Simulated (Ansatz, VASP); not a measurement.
## Pd in VASP and in Ansatz

File INCAR:

```
SYSTEM = Pd
PREC = Accurate
ENCUT = 520
EDIFF = 1E-6
ISMEAR = 0
SIGMA = 0.018000000000000002
LREAL = .FALSE.
LASPH = .TRUE.
NELM = 100
ALGO = Fast
ISIF = 2
LWAVE = .FALSE.
LCHARG = .FALSE.
GGA = PE
NBANDS = 11
```

KPOINTS

```
regular mesh
0
G
  12 12 12
  0 0 0
```

The input POSCAR:

```
Pd
1.0
    0.0000000000      1.9465000000      1.9465000000
    1.9465000000      0.0000000000      1.9465000000
    1.9465000000      1.9465000000      0.0000000000
Pd
1
Direct
    0.0000000000      0.0000000000      0.0000000000
```

The input input.yaml:

```yaml
crystal:
  lattice:
    - [0.0, 1.9465, 1.9465]
    - [1.9465, 0.0, 1.9465]
    - [1.9465, 1.9465, 0.0]
  atoms:
    - { symbol: Pd, position: [0.0, 0.0, 0.0] }
hamiltonian:
  xc: pbe
  pseudopotentials: { kind: paw }
kpoints:
  mp_grid: { grid: [12, 12, 12] }
scf:
  occupations: { method: gaussian, width: 0.018 }
output:
  forces: true
  stress: true
  eigenvalues: true
  write_density: true
  write_potential: true
  elf: true
  volumetric_format: npy
```

Alike in both runs: task single point; functional PBE; k mesh 12 × 12 × 12; occupations gaussian, width 0.018 eV; no spin polarisation.

```csv
,VASP,Ansatz
version,VASP 6.6.1,Ansatz 0.2.0
potentials or method,"VASP PAW PBE potentials, release 64 (Pd)",Ansatz PAW
plane-wave cutoff (eV),520,420
valence electrons in the cell,10,18
```

|  | VASP | Ansatz | Ansatz less VASP |
| --- | --- | --- | --- |
| gap on the k mesh at the Fermi level (eV) | none | none | - |
| pressure (GPa) | 6.7 | 6.9 | +0.24 |

A gap of «none» marks a metal or a gap that the smearing closes. VASP's potentials hold 10 valence electrons a cell and Ansatz's 18, so a difference there can come from the potentials and not from the codes.
